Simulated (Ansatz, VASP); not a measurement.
Al2O3: VASP beside Ansatz

File POSCAR:

```
Al2O3
1.0
    2.6535789524      0.0000000000      0.0000000000
   -1.3267894762      2.2980667837      0.0000000000
    0.0000000000      0.0000000000     10.0836948168
Al O
2 3
Direct
    0.0000000000      0.0000000000      0.1499923300
    0.0000000000      0.0000000000      0.8500076700
    0.3333333333      0.6666666667      0.2223169200
    0.6666666667      0.3333333333      0.0000000000
    0.3333333333      0.6666666667      0.7776830800
```

The input INCAR.step1:

```
SYSTEM = Al2O3
  PREC = Accurate
  ENCUT = 520
  ISMEAR = 0
  SIGMA = 0.05
  LREAL = .False.
  LASPH = .True.
  NELM = 100
  NBANDS = 20
  GGA = PE
  ALGO = Normal
  EDIFF = 1E-4
  LWAVE = .True.
  LCHARG = .False.
```

Contents of INCAR.step2:

```
SYSTEM = Al2O3
  PREC = Accurate
  ENCUT = 520
  EDIFF = 1E-6
  ISMEAR = 0
  SIGMA = 0.05
  LREAL = .False.
  LASPH = .True.
  NELM = 100
  ALGO = Normal
  ISIF = 2
  LWAVE = .False.
  LCHARG = .False.
  METAGGA = R2SCAN
  LMIXTAU = .True.
  NBANDS = 20
  ISTART = 1
```

KPOINTS

```
Automatic mesh
0
Gamma
  12 12 4
  0 0 0
```

Input for Ansatz:

```yaml
crystal:
  lattice:
    - [2.6535789524, 0.0, 0.0]
    - [-1.3267894762, 2.2980667837, 0.0]
    - [0.0, 0.0, 10.0836948168]
  atoms:
    - { symbol: Al, position: [0.0, 0.0, 0.14999233] }
    - { symbol: Al, position: [0.0, 0.0, 0.85000767] }
    - { symbol: O, position: [0.3333333333, 0.6666666667, 0.22231692] }
    - { symbol: O, position: [0.6666666667, 0.3333333333, 0.0] }
    - { symbol: O, position: [0.3333333333, 0.6666666667, 0.77768308] }
basis:
  ecutwfc: 500
kpoints:
  mp_grid: { grid: [12, 12, 4] }
hamiltonian:
  xc: r2scan
scf:
  occupations: { method: gaussian, width: 0.05 }
output:
  forces: true
  stress: true
  eigenvalues: true
```

Change from the starting cell: strain -0.080 along x and y, +0.080 along z, atoms carried along.

Alike in both runs: task single point; functional r2SCAN; k mesh 12 × 12 × 4; occupations gaussian, width 0.05 eV; no spin polarisation.

|  | VASP | Ansatz |
| --- | --- | --- |
| version | VASP 6.6.1 | Ansatz 0.2.0 |
| potentials or method | VASP PAW PBE potentials, release 64 (Al, O), cutoff 520 eV | scalar-relativistic, plane waves, PAW |
| valence electrons in the cell | 24 | 24 |

|  | VASP | Ansatz | Ansatz less VASP |
| --- | --- | --- | --- |
| gap on the k mesh at the Fermi level (eV) | 6.38 | 6.34 | -0.036 |
| least direct gap on the mesh (eV) | 6.38 | 6.34 | -0.036 |
| pressure (GPa) | 22.3 | 21.9 | -0.38 |
| traceless stress, the component that is largest in VASP (GPa) | -38.16 | -37.54 | +0.624 |
| rms of the force components (eV/Å) | 1.121 | 1.117 | -0.0035 |

VASP's potentials were made for PBE, not for r2SCAN. Atom by atom the forces differ by 0.004 eV/Å (rms over components). The functional is the same, so the differences come from potentials, cutoffs and numerics.
